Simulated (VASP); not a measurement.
Input of a VASP 6.6.1 run:

Contents of POSCAR:

```
MnS
1.0
    0.0000000000      2.6160475935      2.6160475935
    2.6160475935      0.0000000000      2.6160475935
    2.6160475935      2.6160475935      0.0000000000
Mn S
1 1
Direct
    0.0000000000      0.0000000000      0.0000000000
    0.5000000000      0.5000000000      0.5000000000
```

Contents of INCAR.step1:

```
PREC = Accurate ; ENCUT = 520
ISMEAR = 0 ; SIGMA = 0.05
LREAL = F ; LASPH = T
NELM = 150 ; ISPIN = 2
MAGMOM = 4.85 0 ; LMAXMIX = 4
NBANDS = 20 ; GGA = PE
ALGO = Normal ; EDIFF = 1E-4
LWAVE = T ; LCHARG = F
```

The input INCAR.step2:

```
PREC = Accurate ; ENCUT = 520
EDIFF = 1E-6 ; ISMEAR = 0
SIGMA = 0.05 ; LREAL = F
LASPH = T ; NELM = 150
ALGO = Normal ; ISIF = 2
LWAVE = F ; LCHARG = F
ISPIN = 2 ; MAGMOM = 4.85 0
LORBIT = 11 ; LMAXMIX = 4
METAGGA = R2SCAN ; LMIXTAU = T
NBANDS = 20 ; ISTART = 1
```

The input KPOINTS:

```
Automatic mesh
0
Gamma
  12 12 12
```

Potentials or basis: VASP PAW PBE potentials, release 64 (Mn_pv, S).

Launch:

```bash
$ cat potpaw_PBE.64/Mn_pv/POTCAR potpaw_PBE.64/S/POTCAR > POTCAR
$ cp INCAR.step1 INCAR
$ mpirun -np 1 vasp_std > vasp.out
$ cp INCAR.step2 INCAR
$ mpirun -np 1 vasp_std > vasp.out
```

Problem. Estimate the net moment.

Solution. 4.99 μB per cell.

Problem. Predict the band gap on the k mesh.

Solution. Zero (filled and empty bands overlap).

Problem. Estimate the site moments.

Solution. Mn +4.51; S +0.14 μB.

Caveat: a cell with one magnetic atom can't hold antiferromagnetic order, which such compounds often take; semilocal functionals often make such compounds metallic where correlation or magnetic order opens a gap, which also shifts bond lengths. With open d or f shells a metallic result of r2SCAN can be an artefact of self-interaction; +U or a hybrid may open a gap.
